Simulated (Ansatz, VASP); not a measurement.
## One calculation of TlCl, two programs

```xyz
2
Lattice="3.7026 0.0000 0.0000 0.0000 3.7026 0.0000 0.0000 0.0000 3.7026" Properties=species:S:1:pos:R:3 pbc="T T T"
Tl    0.0000    0.0000    0.0000
Cl    1.8513    1.8513    1.8513
```

Alike in both runs: task single point; functional r2SCAN; k mesh 6 × 6 × 6; no spin polarisation.

|  | VASP | Ansatz |
| --- | --- | --- |
| version | VASP 6.6.1 | Ansatz 0.2.0 |
| potentials or method | VASP PAW PBE potentials, release 64 (Tl_d, Cl) | PAW with Ansatz's default frozen-core files, scalar-relativistic |
| plane-wave cutoff (eV) | 550 | 500 |
| occupations | gaussian, width 0.01 eV | fixed |
| valence electrons in the cell | 20 | 20 |

Ansatz gave:

| Item | Value |
| --- | --- |
| gap on the k mesh at the Fermi level (eV) | 2.21 |
| pressure (GPa) | 4.0 |

Problem. What did VASP give for the same quantities?

Solution. gap on the k mesh at the Fermi level (eV): 2.22; pressure (GPa): 3.9.

VASP's potentials were made for PBE, not for r2SCAN.

Spin-orbit coupling is off throughout.
